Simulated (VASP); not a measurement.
# Pt (P6_3/mmc) in VASP: a series of runs

Runs on Pt. Level: PBE. Tasks: single point.

All numbers are computed with VASP 6.6.1; they aren't measurements. Logs are shortened: lines on timing, memory, paths and dates and some standing lists are left out, and cuts for length are marked.

### 1 The cell of the first run

It takes space group P6_3/mmc (No. 194, hexagonal). Conventional cell: a = 2.783 Å, b = 2.783 Å, c = 9.357 Å, α = 90.00°, β = 90.00°, γ = 120.00°. Within 3.7 Å of Pt (site symmetry -3m) lie 12 Pt at 2.78 to 2.84 Å. Within 3.7 Å of Pt (site symmetry -6m2) lie 12 Pt at 2.78 to 2.84 Å.

This isn't the form of Pt at room conditions, which is fcc.

### 2 Single point, PBE, collinear spin (15.69 Å³/atom)

The input, INCAR:

```
SYSTEM = Pt
ALGO = Normal ; EDIFF = 1E-7
ENCUT = 520 ; GGA = PE
ISIF = 2 ; ISMEAR = -1
ISPIN = 2 ; LASPH = .TRUE.
LCHARG = .FALSE. ; LMAXMIX = 4
LORBIT = 11 ; LREAL = .FALSE.
LWAVE = .FALSE. ; MAGMOM = 1 1 1 1
NBANDS = 32 ; NELM = 150
PREC = Accurate ; SIGMA = 0.05
```

The input, KPOINTS:

```
k-points
0
G
  15 15 4
  0 0 0
```

The input, POSCAR:

```
Pt
1.0
    2.7832511117      0.0000000000      0.0000000000
   -1.3916255559      2.4103661679      0.0000000000
    0.0000000000      0.0000000000      9.3568750714
Pt
4
Direct
    0.0000000000      1.0000000000      1.0000000000
    0.0000000000      1.0000000000      0.5000000000
    0.3333333333      0.6666666667      0.2500000000
    0.6666666667      0.3333333333      0.7500000000
```

Potentials or basis: VASP PAW PBE potentials, release 64 (Pt).

The run is started by

```sh
$ cat potpaw_PBE.64/Pt/POTCAR > POTCAR
$ mpirun -np 1 vasp_std > vasp.out
```

OUTCAR:

```text
SYSTEM = Pt
   EDIFF = 1E-7
   ENCUT = 520
   GGA = PE
   ISIF = 2
   ISMEAR = -1
   ISPIN = 2
   LASPH = .TRUE.
   LORBIT = 11
   LREAL = .FALSE.
   NELM = 150
   PREC = Accurate

 ion  position               nearest neighbor table
   1  0.000  0.000  0.000-   3 2.84   4 2.84   4 2.84   3 2.84   4 2.84   3 2.84
   2  0.000  0.000  0.500-   3 2.84   4 2.84   4 2.84   3 2.84   4 2.84   3 2.84
   3  0.333  0.667  0.250-   1 2.84   2 2.84   1 2.84   2 2.84   1 2.84   2 2.84
   4  0.667  0.333  0.750-   1 2.84   2 2.84   1 2.84   2 2.84   1 2.84   2 2.84

  LATTYP: Found a hexagonal cell.
 ALAT       =     2.7832511117
 C/A-ratio  =     3.3618508341

  Lattice vectors:

 A1 = (   2.7832511117,   0.0000000000,   0.0000000000)
 A2 = (  -1.3916255559,   2.4103661679,   0.0000000000)
 A3 = (   0.0000000000,   0.0000000000,   9.3568750714)

Analysis of symmetry for initial positions (statically):
=====================================================================
 Subroutine PRICEL returns:
 Original cell was already a primitive cell.

 Routine SETGRP: Setting up the symmetry group for a
 hexagonal supercell.

 Subroutine GETGRP returns: Found 24 space group operations
 (whereof 12 operations were pure point group operations)
 out of a pool of 24 trial point group operations.

The static configuration has the point symmetry D_3d.
 The point group associated with its full space group is D_6h.

Analysis of symmetry for dynamics (positions and initial velocities):
=====================================================================
 Subroutine PRICEL returns:
 Original cell was already a primitive cell.

 Routine SETGRP: Setting up the symmetry group for a
 hexagonal supercell.

 Subroutine GETGRP returns: Found 24 space group operations
 (whereof 12 operations were pure point group operations)
 out of a pool of 24 trial point group operations.

The dynamic configuration has the point symmetry D_3d.
 The point group associated with its full space group is D_6h.

Analysis of structural, dynamic, and magnetic symmetry:
=====================================================================
 Subroutine PRICEL returns:
 Original cell was already a primitive cell.

 Routine SETGRP: Setting up the symmetry group for a
 hexagonal supercell.

 Subroutine GETGRP returns: Found 24 space group operations
 (whereof 12 operations were pure point group operations)
 out of a pool of 24 trial point group operations.

The overall configuration has the point symmetry D_3d.
 The point group associated with its full space group is D_6h.

[... 125 lines left out ...]
  Thomas-Fermi vector in A             =   2.530892
   LORBIT       =     11    0 simple, 1 ext, 2 COOP (PROOUT), +10 PAW based schemes
   GGA     = PE    functional components
   LHFCALC =     F    Hartree Fock is set to
   AEXX    =    0.0000 exact exchange contribution
   IVDW    =     0    specifies the selected vdW correction
   LEPSILON=     F    determine dielectric tensor
   LRPA    =     F    only Hartree local field effects (RPA)
 spin polarized calculation
  energy-cutoff  :      520.00
  volume of cell :       62.77
 maximum number of plane-waves:      1706
 NGX is ok and might be reduce to    24
   NGX = 11   NGY = 11   NGZ = 35

 number of electron      40.0000004 magnetization       0.0401511

 number of electron      40.0000004 magnetization      -0.0001276

 Free energy of the ion-electron system (eV)
  ---------------------------------------------------
  ext. energy  EPLUGINS =         0.00000000
  ---------------------------------------------------
  free energy    TOTEN  =       -24.30462289 eV

  energy without entropy =      -24.24237722  energy(sigma->0) =      -24.27350005

 E-fermi :  10.5233     XC(G=0): -13.2508

 val. band max:       10.5230882931   @ k =   0.2000   0.2000   0.0000
 cond. band min:      10.5254917985   @ k =   0.3333   0.1333   0.2500
 fundamental gap:      0.0024035054
 Fermi energy:        10.5232581676

 spin component 1

 k-point     1 :       0.0000    0.0000    0.0000
  band No.  band energies     occupation
      1       0.7389      1.00000
      2       2.6073      1.00000
      3       2.6082      1.00000
      4       3.5049      1.00000
      5       6.5674      1.00000
      6       6.6111      1.00000
[... 829 lines left out ...]
     31      21.8560      0.00000
     32      21.8954      0.00000

 [... further k-points ...]

 spin component 2

 k-point     1 :       0.0000    0.0000    0.0000
  band No.  band energies     occupation
      1       0.7389      1.00000
      2       2.6073      1.00000
      3       2.6082      1.00000
      4       3.5049      1.00000
      5       6.5674      1.00000
      6       6.6111      1.00000
[... 829 lines left out ...]
     31      21.8560      0.00000
     32      21.8954      0.00000

 [... further k-points ...]
[... 5 lines left out ...]
  --------------------------------------------------------------------------------------
  -------------------------------------------------------------------------------------
  Total       -0.1937192     -0.1937192     -0.1787771      0.0000000      0.0000000      0.0000000
  in kB       -4.9444396     -4.9444396     -4.5630614      0.0000000      0.0000000      0.0000000
  external PRESSURE =      -4.8173135 kB  Pullay stress =       0.0000000 kB

 VOLUME and BASIS-vectors are now :
 -----------------------------------------------------------------------------
  energy-cutoff  :      520.00
  volume of cell :       62.77
      direct lattice vectors                 reciprocal lattice vectors
     2.783251112  0.000000000  0.000000000     0.359292051  0.207437362  0.000000000
    -1.391625556  2.410366168  0.000000000     0.000000000  0.414874725  0.000000000
     0.000000000  0.000000000  9.356875071     0.000000000  0.000000000  0.106873288

 POSITION                                       TOTAL-FORCE (eV/Angst)
 -----------------------------------------------------------------------------------
      0.00000      0.00000      0.00000        -0.000000      0.000000     -0.000000
      0.00000      0.00000      4.67844        -0.000000      0.000000     -0.000000
     -0.00000      1.60691      2.33922        -0.000000      0.000000     -0.000000
      1.39163      0.80346      7.01766         0.000000      0.000000      0.000000
 -----------------------------------------------------------------------------------
    total drift:                               -0.000000      0.000000      0.000000

  FREE ENERGIE OF THE ION-ELECTRON SYSTEM (eV)
  ---------------------------------------------------
  free  energy   TOTEN  =       -24.3046228946 eV

  energy  without entropy=      -24.2423772151  energy(sigma->0) =      -24.27350005

 total charge

# of ion       s       p       d       tot
------------------------------------------
    1        0.616   0.562   8.022   9.200
    2        0.616   0.562   8.022   9.200
    3        0.618   0.565   8.018   9.201
    4        0.618   0.565   8.018   9.201
--------------------------------------------------
tot          2.468   2.254  32.080  36.802

 magnetization (x)

# of ion       s       p       d       tot
------------------------------------------
    1       -0.000   0.000  -0.000  -0.000
    2       -0.000   0.000  -0.000  -0.000
    3       -0.000   0.000  -0.000  -0.000
    4       -0.000   0.000  -0.000  -0.000
--------------------------------------------------
tot         -0.000   0.000  -0.000  -0.000
```

Wall time 5.4 min (1 thread of Intel Xeon Platinum 8259CL at 2.50GHz (Skylake/Cascade Lake), shared host); peak memory 0.37 GiB.

Results:

- Free energy: -24.3046 eV
- Pressure: -0.5 GPa
- Band gap on the k mesh: zero (filled and empty bands overlap)
- Net moment: 0.00 μB per cell
- Valence electrons inside the program's atomic spheres: Pt 9.20

Levels at points of the mesh, in eV from the Fermi level:
Spin up:
| k point | band 18 | band 19 | band 20 | band 21 | band 22 | band 23 |
| --- | --- | --- | --- | --- | --- | --- |
| (0.00, 0.00, 0.00) | -1.25 | -1.25 | -0.86 | -0.86 | -0.54 | -0.12 |
| (0.00, 0.00, 0.50) | -1.57 | -1.57 | -1.57 | -0.43 | -0.43 | -0.43 |
Spin down:
```tsv
k point	band 16	band 17	band 18	band 19	band 20	band 21	band 22	band 23	band 24	band 25
(0.00, 0.00, 0.00)	-1.83	-1.83	-1.25	-1.25	-0.86	-0.86	-0.54	-0.12	-0.12	5.12
(0.00, 0.00, 0.50)	-2.41	-1.57	-1.57	-1.57	-1.57	-0.43	-0.43	-0.43	-0.43	8.01
```

Caveat: spin-orbit coupling is left out, which moves the levels of the heavy elements.

### 3 Single point, PBE, collinear spin (13.81 Å³/atom)

This run uses another cell than the first one, of 13.81 Å³/atom.

The input, INCAR:

```
ALGO = Normal ; EDIFF = 1E-7
ENCUT = 520 ; GGA = PE
ISIF = 2 ; ISMEAR = -1
ISPIN = 2 ; LASPH = T
LCHARG = T ; LELF = T
LMAXMIX = 4 ; LORBIT = 11
LREAL = F ; LVHAR = T
LWAVE = F ; MAGMOM = 1 1 1 1
NBANDS = 32 ; NELM = 150
PREC = Accurate ; SIGMA = 0.05
```

The input, KPOINTS:

```
k-points
0
Gamma
  17 17 5
```

The input, POSCAR:

```
Pt
1.0
    2.6671449559      0.0000000000      0.0000000000
   -1.3335724779      2.3098152873      0.0000000000
    0.0000000000      0.0000000000      8.9665430879
Pt
4
Direct
    1.0000000000      0.0000000000      0.0000000000
    1.0000000000      0.0000000000      0.5000000000
    0.3333333333      0.6666666667      0.2500000000
    0.6666666667      0.3333333333      0.7500000000
```

Potentials or basis: VASP PAW PBE potentials, release 64 (Pt).

The run is started by

```sh
$ cat potpaw_PBE.64/Pt/POTCAR > POTCAR
$ mpirun -np 1 vasp_std > vasp.out
```

Run time: 8.8 min. Hardware: 1 thread of Intel Xeon 8259CL, shared host; peak memory 0.35 GiB.

It converged, with:

- Free energy: -23.4181 eV
- Pressure: 43.8 GPa
- Band gap on the k mesh: zero (filled and empty bands overlap)
- Net moment: 0.00 μB per cell
- Valence electrons inside the program's atomic spheres: Pt 9.56

Stress tensor (GPa, compression positive):
```
44.80  0.00  0.00
 0.00 44.80  0.00
 0.00  0.00 41.69
```

Levels at points of the mesh, in eV from the Fermi level:
Spin up:
```tsv
k point	band 16	band 17	band 18	band 19	band 20	band 21	band 22	band 23	band 24	band 25
(0.00, 0.00, 0.00)	-2.26	-2.26	-1.56	-1.56	-1.11	-1.05	-1.05	-0.14	-0.14	6.07
```
Spin down:
```tsv
k point	band 16	band 17	band 18	band 19	band 20	band 21	band 22	band 23	band 24	band 25
(0.00, 0.00, 0.00)	-2.26	-2.26	-1.56	-1.56	-1.11	-1.05	-1.05	-0.14	-0.14	6.07
```

Caveat: the cell stands under pressure; spin-orbit coupling is left out, which moves the levels of the heavy elements.
